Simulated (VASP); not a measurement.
# AlAs (F-43m) in VASP: settings compared

AlAs is run at these levels: r2SCAN, PBEsol, LDA; tasks: single point, relaxation of cell and atoms.

Program: VASP 6.6.1. These are calculated values, not measurements. Logs are shortened: lines on timing, memory, paths and dates and some standing lists are left out, and cuts for length are marked.

## (1) The cell of the first run

The structure is cubic, space group F-43m (No. 216). The conventional cell has a = 5.678 Å, b = 5.678 Å, c = 5.678 Å, α = 90.00°, β = 90.00°, γ = 90.00°. Al (site symmetry -43m) has 4 As at 2.46 Å within 3.2 Å. Within 3.2 Å of As (site symmetry -43m) lie 4 Al at 2.46 Å.

## (2) Single point, r2SCAN

POSCAR reads:

```
AlAs
1.0
    0.0000000000      2.8389245968      2.8389245968
    2.8389245968      0.0000000000      2.8389245968
    2.8389245968      2.8389245968      0.0000000000
Al As
1 1
Direct
    0.0000000000      0.0000000000      0.0000000000
    0.2500000000      0.2500000000      0.2500000000
```

INCAR.step1 reads:

```
  PREC = Accurate
  ENCUT = 550
  ISMEAR = -1
  SIGMA = 0.02
  LREAL = False
  LASPH = True
  NELM = 120
  NBANDS = 11
  GGA = PE
  ALGO = Normal
  EDIFF = 1E-5
  LWAVE = True
  LCHARG = False
  GGA_COMPAT = False
```

INCAR.step2 reads:

```
  PREC = Accurate
  ENCUT = 550
  EDIFF = 1E-6
  ISMEAR = -1
  SIGMA = 0.02
  LREAL = False
  LASPH = True
  NELM = 120
  ALGO = Normal
  ISIF = 2
  LWAVE = False
  LCHARG = False
  METAGGA = R2SCAN
  LMIXTAU = True
  NBANDS = 11
  ISTART = 1
  GGA_COMPAT = False
```

KPOINTS reads:

```
Automatic mesh
0
Gamma
  8 8 8
```

Potentials or basis: VASP PAW PBE potentials, release 64 (Al, As).

Command:

```console
$ cat potpaw_PBE.64/Al/POTCAR potpaw_PBE.64/As/POTCAR > POTCAR
$ cp INCAR.step1 INCAR
$ mpirun -np 1 vasp_std > vasp.out
$ cp INCAR.step2 INCAR
$ mpirun -np 1 vasp_std > vasp.out
```

OUTCAR:

```text
PREC = Accurate
   ENCUT = 550
   EDIFF = 1E-6
   ISMEAR = -1
   LREAL = False
   LASPH = True
   NELM = 120
   ISIF = 2
   METAGGA = R2SCAN
   ISTART = 1

 ion  position               nearest neighbor table
   1  0.000  0.000  0.000-   2 2.46   2 2.46   2 2.46   2 2.46
   2  0.250  0.250  0.250-   1 2.46   1 2.46   1 2.46   1 2.46

  LATTYP: Found a face centered cubic cell.
 ALAT       =     5.6778491936

  Lattice vectors:

 A1 = (   0.0000000000,   2.8389245968,   2.8389245968)
 A2 = (   2.8389245968,   0.0000000000,   2.8389245968)
 A3 = (   2.8389245968,   2.8389245968,   0.0000000000)

Analysis of symmetry for initial positions (statically):
=====================================================================
 Subroutine PRICEL returns:
 Original cell was already a primitive cell.

 Routine SETGRP: Setting up the symmetry group for a
 face centered cubic supercell.

 Subroutine GETGRP returns: Found 24 space group operations
 (whereof 24 operations were pure point group operations)
 out of a pool of 48 trial point group operations.

The static configuration has the point symmetry T_d .

Analysis of symmetry for dynamics (positions and initial velocities):
=====================================================================
 Subroutine PRICEL returns:
 Original cell was already a primitive cell.

 Routine SETGRP: Setting up the symmetry group for a
 face centered cubic supercell.

 Subroutine GETGRP returns: Found 24 space group operations
 (whereof 24 operations were pure point group operations)
 out of a pool of 48 trial point group operations.

The dynamic configuration has the point symmetry T_d .

 Subroutine INISYM returns: Found 24 space group operations
 (whereof 24 operations are pure point group operations),
 and found     1 'primitive' translations

----------------------------------------------------------------------------------------

                                     Primitive cell

  volume of cell :      45.7606

  direct lattice vectors                    reciprocal lattice vectors
     0.000000000  2.838924597  2.838924597    -0.176123029  0.176123029  0.176123029
     2.838924597  0.000000000  2.838924597     0.176123029 -0.176123029  0.176123029
     2.838924597  2.838924597  0.000000000     0.176123029  0.176123029 -0.176123029

  length of vectors
     4.014845667  4.014845667  4.014845667     0.305054035  0.305054035  0.305054035

  position of ions in fractional coordinates (direct lattice)
     0.000000000  0.000000000  0.000000000
     0.250000000  0.250000000  0.250000000

  ion indices of the primitive-cell ions
   primitive index   ion index
                 1           1
                 2           2

----------------------------------------------------------------------------------------

 KPOINTS: Automatic mesh

Automatic generation of k-mesh.
 Grid dimensions read from file:
 generate k-points for:    8    8    8

 Generating k-lattice:

  Cartesian coordinates                     Fractional coordinates (reciprocal lattice)
    -0.022015379  0.022015379  0.022015379     0.125000000  0.000000000  0.000000000
     0.022015379 -0.022015379  0.022015379     0.000000000  0.125000000  0.000000000
     0.022015379  0.022015379 -0.022015379     0.000000000  0.000000000  0.125000000

  Length of vectors
     0.038131754  0.038131754  0.038131754

  Shift w.r.t. Gamma in fractional coordinates (k-lattice)
     0.000000000  0.000000000  0.000000000

 Subroutine IBZKPT returns following result:
 ===========================================

 Found     29 irreducible k-points:

 Following reciprocal coordinates:
            Coordinates               Weight
  0.000000  0.000000  0.000000      1.000000
  0.125000  0.000000  0.000000      8.000000
  0.250000  0.000000  0.000000      8.000000
  0.375000  0.000000  0.000000      8.000000
  0.500000  0.000000  0.000000      4.000000
  0.125000  0.125000  0.000000      6.000000
[... 16 lines left out ...]
  0.500000  0.250000  0.125000     48.000000
 -0.375000  0.250000  0.125000     24.000000
 [... further k-points ...]
   k-points           NKPTS =     29   k-points in BZ     NKDIM =     29   number of bands    NBANDS=     11
   number of dos      NEDOS =    301   number of ions     NIONS =      2
   total plane-waves  NPLWV =  32768
   dimension x,y,z NGX =    32 NGY =   32 NGZ =   32
   dimension x,y,z NGXF=    64 NGYF=   64 NGZF=   64
   ions per type =               1   1
   NGX,Y,Z   is equivalent  to a cutoff of  13.25, 13.25, 13.25 a.u.
   NGXF,Y,Z  is equivalent  to a cutoff of  26.50, 26.50, 26.50 a.u.
 SYSTEM =  unknown system
   PREC   = accura    normal or accurate (medium, high low for compatibility)
   ISTART =      1    job   : 0-new  1-cont  2-samecut
   ICHARG =      0    charge: 1-file 2-atom 10-const
   ISPIN  =      1    spin polarized calculation?
   LNONCOLLINEAR =      F non collinear calculations
   LSORBIT =      F    spin-orbit coupling
   LASPH  =      T    aspherical Exc in radial PAW
   ENCUT  =  550.0 eV  40.42 Ry    6.36 a.u.   7.68  7.68  7.68*2*pi/ulx,y,z
   NELM   =    120;   NELMIN=  2; NELMDL=  0     # of ELM steps
   EDIFF  = 0.1E-05   stopping-criterion for ELM
   LREAL  =      F    real-space projection
   EDIFFG = 0.1E-04   stopping-criterion for IOM
   NSW    =      0    number of steps for IOM
   IBRION =     -1    ionic relax: 0-MD 1-quasi-New 2-CG
   NFREE  =      0    steps in history (QN), initial steepest desc. (CG)
   ISIF   =      2    stress and relaxation
   ISYM   =      2    0-nonsym 1-usesym 2-fastsym
   POTIM  = 0.5000    time-step for ionic-motion
   TEBEG  =    0.0;   TEEND  =   0.0 temperature during run
   PSTRESS=    0.0 pullay stress
   NELECT =       8.0000    total number of electrons
   NUPDOWN=      -1.0000    fix difference up-down
   EMIN   =  10.00;   EMAX   =-10.00  energy-range for DOS
   EFERMI =   0.00;   METHOD = LEGACY
   ISMEAR =    -1;   SIGMA  =   0.02  broadening in eV -4-tet -1-fermi 0-gaus
   EFERMI_NEDOS =   21; number of points for ismear=-14 and -15
   IALGO  =     38    algorithm
   IMIX   =      4    mixing-type and parameters
     AMIX     =   0.40;   BMIX     =  1.00
     AMIX_MAG =   1.60;   BMIX_MAG =  1.00
  volume/ion in A,a.u.               =      22.88       154.40
  Fermi-wavevector in a.u.,A,eV,Ry     =   0.915393  1.729842 11.400928  0.837945
  Thomas-Fermi vector in A             =   2.040129
   LORBIT       =      0    0 simple, 1 ext, 2 COOP (PROOUT), +10 PAW based schemes
   METAGGA = R2SCAN    functional components
   LHFCALC =     F    Hartree Fock is set to
   AEXX    =    0.0000 exact exchange contribution
   IVDW    =     0    specifies the selected vdW correction
   LEPSILON=     F    determine dielectric tensor
   LRPA    =     F    only Hartree local field effects (RPA)
 non-spin polarized calculation
  energy-cutoff  :      550.00
  volume of cell :       45.76
 maximum number of plane-waves:      1363
   NGX = 15   NGY = 15   NGZ = 15

 number of electron       8.0000001 magnetization

 Free energy of the ion-electron system (eV)
  ---------------------------------------------------
  ext. energy  EPLUGINS =         0.00000000
  ---------------------------------------------------
  free energy    TOTEN  =       -22.69543815 eV

  energy without entropy =      -22.69543815  energy(sigma->0) =      -22.69543815

 E-fermi :   4.0059     XC(G=0):  -9.4133

 val. band max:        3.5889028070   @ k =   0.0000   0.0000   0.0000
 cond. band min:       5.3944600173   @ k =   0.5000   0.5000   0.0000
 fundamental gap:      1.8055572103
 Fermi energy:         4.0059458326

 k-point     1 :       0.0000    0.0000    0.0000
  band No.  band energies     occupation
      1      -8.6790      2.00000
      2       3.5889      2.00000
      3       3.5889      2.00000
      4       3.5889      2.00000
      5       6.2190      0.00000
      6       8.2827      0.00000
      7       8.2827      0.00000
      8       8.2827      0.00000
      9      13.0922      0.00000
     10      13.0922      0.00000
     11      13.2796      0.00000

 k-point     2 :       0.1250    0.0000    0.0000
  band No.  band energies     occupation
      1      -8.5206      2.00000
      2       2.2029      2.00000
      3       3.4263      2.00000
      4       3.4263      2.00000
      5       6.8982      0.00000
      6       8.5741      0.00000
      7       8.5741      0.00000
      8       8.7373      0.00000
      9      12.5089      0.00000
     10      12.5089      0.00000
     11      13.9939      0.00000

 k-point     3 :       0.2500    0.0000    0.0000
  band No.  band energies     occupation
      1      -8.0816      2.00000
      2       0.1924      2.00000
      3       3.1019      2.00000
      4       3.1019      2.00000
      5       6.6871      0.00000
      6       8.9278      0.00000
      7       8.9278      0.00000
      8      10.6012      0.00000
      9      12.4269      0.00000
     10      12.4269      0.00000
     11      13.7315      0.00000

 k-point     4 :       0.3750    0.0000    0.0000
  band No.  band energies     occupation
      1      -7.5153      2.00000
      2      -1.4098      2.00000
      3       2.8401      2.00000
      4       2.8401      2.00000
      5       6.3345      0.00000
      6       8.8073      0.00000
      7       8.8073      0.00000
      8      11.9200      0.00000
      9      13.7990      0.00000
     10      13.7990      0.00000
     11      14.0891      0.00000
[... 239 lines left out ...]
 k-point    22 :       0.3750    0.2500    0.1250
  band No.  band energies     occupation
      1      -7.7142      2.00000
      2      -0.1916      2.00000
      3       1.6197      2.00000
      4       2.6035      2.00000
      5       7.5932      0.00000
      6       8.3551      0.00000
      7       9.3472      0.00000
      8      10.6244      0.00000
      9      12.3376      0.00000
     10      14.7153      0.00000
     11      16.4320      0.00000

 k-point    23 :       0.5000    0.2500    0.1250
  band No.  band energies     occupation
      1      -7.2048      2.00000
      2      -1.2455      2.00000
      3       1.0299      2.00000
      4       2.2144      2.00000
      5       7.6912      0.00000
      6       8.5115      0.00000
      7       9.8678      0.00000
      8      10.9747      0.00000
      9      13.5613      0.00000
     10      14.8728      0.00000
     11      16.5434      0.00000

 k-point    24 :      -0.3750    0.2500    0.1250
  band No.  band energies     occupation
      1      -6.9425      2.00000
      2      -1.7438      2.00000
      3       0.8796      2.00000
      4       2.0262      2.00000
      5       7.6824      0.00000
      6       8.2820      0.00000
      7      10.7815      0.00000
      8      11.7705      0.00000
      9      12.5828      0.00000
     10      15.3258      0.00000
     11      16.6911      0.00000

 [... further k-points ...]
[... 5 lines left out ...]
  --------------------------------------------------------------------------------------
  -------------------------------------------------------------------------------------
  Total       -0.0112626     -0.0112626     -0.0112626      0.0000000      0.0000000     -0.0000000
  in kB       -0.3943288     -0.3943288     -0.3943288      0.0000000      0.0000000     -0.0000000
  external PRESSURE =      -0.3943288 kB  Pullay stress =       0.0000000 kB

 VOLUME and BASIS-vectors are now :
 -----------------------------------------------------------------------------
  energy-cutoff  :      550.00
  volume of cell :       45.76
      direct lattice vectors                 reciprocal lattice vectors
     0.000000000  2.838924597  2.838924597    -0.176123029  0.176123029  0.176123029
     2.838924597  0.000000000  2.838924597     0.176123029 -0.176123029  0.176123029
     2.838924597  2.838924597  0.000000000     0.176123029  0.176123029 -0.176123029

 POSITION                                       TOTAL-FORCE (eV/Angst)
 -----------------------------------------------------------------------------------
      0.00000      0.00000      0.00000         0.000000     -0.000000      0.000000
      1.41946      1.41946      1.41946        -0.000000      0.000000     -0.000000
 -----------------------------------------------------------------------------------
    total drift:                                0.000000      0.000000      0.000000

  FREE ENERGIE OF THE ION-ELECTRON SYSTEM (eV)
  ---------------------------------------------------
  free  energy   TOTEN  =       -22.6954381497 eV

  energy  without entropy=      -22.6954381497  energy(sigma->0) =      -22.69543815
```

Wall time 29 s (1 thread of Intel Xeon 6975P-C (Granite Rapids), shared host); peak memory 0.18 GiB.

Results:

| Quantity | Value |
| --- | --- |
| Free energy | -22.6954 eV |
| Pressure | 0.0 GPa |
| Band gap on the k mesh | 1.81 eV, indirect (least direct gap 2.63 eV) |

Caveat: the PAW data sets were made with another functional, which shifts forces and pressure a little. A k mesh can miss the band edges.

## (3) Single point, r2SCAN

POSCAR is that of step 2.

INCAR.step1: that of step 2 with these lines changed.

```diff
@@ -2,4 +2,4 @@
   ENCUT = 550
-  ISMEAR = -1
-  SIGMA = 0.02
+  ISMEAR = 0
+  SIGMA = 0.01
   LREAL = False
```

INCAR.step2 reads:

```
  PREC = Accurate
  ENCUT = 550
  EDIFF = 1E-6
  ISMEAR = 0
  SIGMA = 0.01
  LREAL = False
  LASPH = True
  NELM = 120
  ALGO = Normal
  ISIF = 2
  LWAVE = False
  LCHARG = True
  METAGGA = R2SCAN
  LMIXTAU = True
  LELF = True
  LVHAR = True
  NBANDS = 11
  ISTART = 1
  GGA_COMPAT = False
```

KPOINTS is that of step 2.

Potentials or basis: VASP PAW PBE potentials, release 64 (Al, As).

Command:

```console
$ cat potpaw_PBE.64/Al/POTCAR potpaw_PBE.64/As/POTCAR > POTCAR
$ cp INCAR.step1 INCAR
$ mpirun -np 1 vasp_std > vasp.out
$ cp INCAR.step2 INCAR
$ mpirun -np 1 vasp_std > vasp.out
```

OUTCAR:

```text
PREC = Accurate
   ENCUT = 550
   EDIFF = 1E-6
   ISMEAR = 0
   LREAL = False
   LASPH = True
   NELM = 120
   ISIF = 2
   METAGGA = R2SCAN
   ISTART = 1

 ion  position               nearest neighbor table
   1  0.000  0.000  0.000-   2 2.46   2 2.46   2 2.46   2 2.46
   2  0.250  0.250  0.250-   1 2.46   1 2.46   1 2.46   1 2.46

  LATTYP: Found a face centered cubic cell.
 ALAT       =     5.6778491936

  Lattice vectors:

 A1 = (   0.0000000000,   2.8389245968,   2.8389245968)
 A2 = (   2.8389245968,   0.0000000000,   2.8389245968)
 A3 = (   2.8389245968,   2.8389245968,   0.0000000000)

Analysis of symmetry for initial positions (statically):
=====================================================================
 Subroutine PRICEL returns:
 Original cell was already a primitive cell.

 Routine SETGRP: Setting up the symmetry group for a
 face centered cubic supercell.

 Subroutine GETGRP returns: Found 24 space group operations
 (whereof 24 operations were pure point group operations)
 out of a pool of 48 trial point group operations.

The static configuration has the point symmetry T_d .

Analysis of symmetry for dynamics (positions and initial velocities):
=====================================================================
 Subroutine PRICEL returns:
 Original cell was already a primitive cell.

 Routine SETGRP: Setting up the symmetry group for a
 face centered cubic supercell.

 Subroutine GETGRP returns: Found 24 space group operations
 (whereof 24 operations were pure point group operations)
 out of a pool of 48 trial point group operations.

The dynamic configuration has the point symmetry T_d .

 Subroutine INISYM returns: Found 24 space group operations
 (whereof 24 operations are pure point group operations),
 and found     1 'primitive' translations

----------------------------------------------------------------------------------------

                                     Primitive cell

[... 117 lines left out ...]
   AEXX    =    0.0000 exact exchange contribution
   IVDW    =     0    specifies the selected vdW correction
   LEPSILON=     F    determine dielectric tensor
   LRPA    =     F    only Hartree local field effects (RPA)
 non-spin polarized calculation
 Gauss-broadening in eV      SIGMA  =   0.01
  energy-cutoff  :      550.00
  volume of cell :       45.76
 maximum number of plane-waves:      1363
   NGX = 15   NGY = 15   NGZ = 15

 number of electron       8.0000001 magnetization

 Free energy of the ion-electron system (eV)
  ---------------------------------------------------
  ext. energy  EPLUGINS =         0.00000000
  ---------------------------------------------------
  free energy    TOTEN  =       -22.69543815 eV

  energy without entropy =      -22.69543815  energy(sigma->0) =      -22.69543815

 E-fermi :   3.7111     XC(G=0):  -9.4133

 val. band max:        3.5889028069   @ k =   0.0000   0.0000   0.0000
 cond. band min:       5.3944600173   @ k =   0.5000   0.5000   0.0000
 fundamental gap:      1.8055572103
 Fermi energy:         3.7111418199

 k-point     1 :       0.0000    0.0000    0.0000
  band No.  band energies     occupation
      1      -8.6790      2.00000
      2       3.5889      2.00000
      3       3.5889      2.00000
      4       3.5889      2.00000
      5       6.2190      0.00000
      6       8.2827      0.00000
      7       8.2827      0.00000
      8       8.2827      0.00000
      9      13.0922      0.00000
     10      13.0922      0.00000
     11      13.2796      0.00000
[... 309 lines left out ...]
 k-point    24 :      -0.3750    0.2500    0.1250
  band No.  band energies     occupation
      1      -6.9425      2.00000
      2      -1.7438      2.00000
      3       0.8796      2.00000
      4       2.0262      2.00000
      5       7.6824      0.00000
      6       8.2820      0.00000
      7      10.7815      0.00000
      8      11.7705      0.00000
      9      12.5828      0.00000
     10      15.3258      0.00000
     11      16.6911      0.00000

 [... further k-points ...]

------------------------ aborting loop because EDIFF is reached ----------------------------------------

  FORCE on cell =-STRESS in cart. coord.  units (eV):
  Direction    XX          YY          ZZ          XY          YZ          ZX
  --------------------------------------------------------------------------------------
  -------------------------------------------------------------------------------------
  Total       -0.0112626     -0.0112626     -0.0112626      0.0000000      0.0000000      0.0000000
  in kB       -0.3943286     -0.3943286     -0.3943286      0.0000000      0.0000000      0.0000000
  external PRESSURE =      -0.3943286 kB  Pullay stress =       0.0000000 kB

 VOLUME and BASIS-vectors are now :
 -----------------------------------------------------------------------------
  energy-cutoff  :      550.00
  volume of cell :       45.76
      direct lattice vectors                 reciprocal lattice vectors
     0.000000000  2.838924597  2.838924597    -0.176123029  0.176123029  0.176123029
     2.838924597  0.000000000  2.838924597     0.176123029 -0.176123029  0.176123029
     2.838924597  2.838924597  0.000000000     0.176123029  0.176123029 -0.176123029

 POSITION                                       TOTAL-FORCE (eV/Angst)
 -----------------------------------------------------------------------------------
      0.00000      0.00000      0.00000        -0.000000     -0.000000      0.000000
      1.41946      1.41946      1.41946         0.000000      0.000000     -0.000000
 -----------------------------------------------------------------------------------
    total drift:                                0.000000      0.000000      0.000000

  FREE ENERGIE OF THE ION-ELECTRON SYSTEM (eV)
  ---------------------------------------------------
  free  energy   TOTEN  =       -22.6954381497 eV

  energy  without entropy=      -22.6954381497  energy(sigma->0) =      -22.69543815
```

It took 30 s on 1 thread of Intel Xeon 6975P-C (Granite Rapids), shared host; peak memory 0.19 GiB.

What came out:

| Property | Result |
| --- | --- |
| Free energy | -22.6954 eV |
| Pressure | 0.0 GPa |
| Band gap on the k mesh | 1.81 eV, indirect (least direct gap 2.63 eV) |

Caveat: the PAW data sets were made with another functional, which shifts forces and pressure a little. r2SCAN opens gaps a little over a GGA but as a rule still falls short of measured ones.

[end of part 1 of 2]
